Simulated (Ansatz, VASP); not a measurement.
## One calculation of Ag, two programs

The input INCAR:

```
SYSTEM = Ag
  PREC = Accurate
  ENCUT = 520
  EDIFF = 1E-7
  ISMEAR = 0
  SIGMA = 0.15
  LREAL = .False.
  LASPH = .True.
  NELM = 80
  ALGO = Fast
  ISIF = 2
  LWAVE = .False.
  LCHARG = .False.
  GGA = PS
  NBANDS = 12
```

KPOINTS

```
regular mesh
0
Gamma
  28 28 28
  0 0 0
```

POSCAR

```
Ag
1.0
   -1.4366975790      1.4366975790      2.0314903767
    1.4366975790     -1.4366975790      2.0314903767
    1.4366975790      1.4366975790     -2.0314903767
Ag
1
Direct
    0.0000000000      0.0000000000      0.0000000000
```

Input for Ansatz:

```yaml
crystal:
  lattice:
    - [-1.436697579, 1.436697579, 2.0314903767]
    - [1.436697579, -1.436697579, 2.0314903767]
    - [1.436697579, 1.436697579, -2.0314903767]
  atoms:
    - { symbol: Ag, position: [0.0, 0.0, 0.0] }
basis:
  ecutwfc: 420
kpoints:
  mp_grid: { grid: [28, 28, 28] }
hamiltonian:
  xc: pbesol
scf:
  occupations: { method: gaussian, width: 0.15 }
output:
  forces: true
  stress: true
  eigenvalues: true
  write_density: true
  write_potential: true
  elf: true
  volumetric_format: npy
```

Alike in both runs: task single point; functional PBEsol; k mesh 28 × 28 × 28; occupations gaussian, width 0.15 eV; no spin polarisation.

|  | VASP | Ansatz |
| --- | --- | --- |
| version | VASP 6.6.1 | Ansatz 0.2.0 |
| potentials or method | VASP PAW PBE potentials, release 64 (Ag), cutoff 520 eV | scalar-relativistic, plane waves, PAW |
| valence electrons in the cell | 11 | 19 |

|  | VASP | Ansatz | Ansatz less VASP |
| --- | --- | --- | --- |
| gap on the k mesh at the Fermi level (eV) | none | none | - |
| pressure (GPa) | -1.1 | -0.9 | +0.25 |

VASP's potentials were made for PBE, not for PBEsol. A gap of «none» marks a metal or a gap that the smearing closes. With one functional, cell and mesh, what is left measures potentials, basis and numerics. VASP's potentials hold 11 valence electrons a cell and Ansatz's 19, so a difference there can come from the potentials and not from the codes.
